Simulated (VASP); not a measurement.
A run of VASP 6.6.1 is set up as follows.

INCAR

```
PREC = Accurate ; ENCUT = 600
EDIFF = 1E-6 ; ISMEAR = -1
SIGMA = 0.02 ; LREAL = F
LASPH = T ; NELM = 120
ALGO = Normal ; ISIF = 2
LWAVE = F ; LCHARG = F
GGA = PE ; NBANDS = 26
GGA_COMPAT = F
```

The input KPOINTS:

```
regular mesh
0
Gamma
  6 6 4
```

The input POSCAR:

```
Ga2PN
1.0
    3.5309103080      0.0000000000      0.0000000000
    0.0000000000      3.5309103080      0.0000000000
    0.0000000000      0.0000000000      4.9571255115
N Ga P
1 2 1
Direct
    0.0000000000      0.0000000000      0.0000000000
    0.0000000000      0.5000000000      0.7927838360
    0.5000000000      0.0000000000      0.2072161640
    0.5000000000      0.5000000000      0.5000000000
```

Potentials or basis: VASP PAW PBE potentials, release 64 (N, Ga_d, P).

Launch:

```sh
$ cat potpaw_PBE.64/N/POTCAR potpaw_PBE.64/Ga_d/POTCAR potpaw_PBE.64/P/POTCAR > POTCAR
$ mpirun -np 1 vasp_std > vasp.out
```

Predict the pressure.

3.7 GPa.

Estimate the largest force.

0.013 eV/Å.

What does it give for the band gap on the k mesh?

Zero (filled and empty bands touch).

Forces in eV/Å, atoms in the order of the input:
```
N    0.000  0.000  0.000
Ga   0.000  0.000 -0.013
Ga   0.000  0.000  0.013
P    0.000  0.000  0.000
```
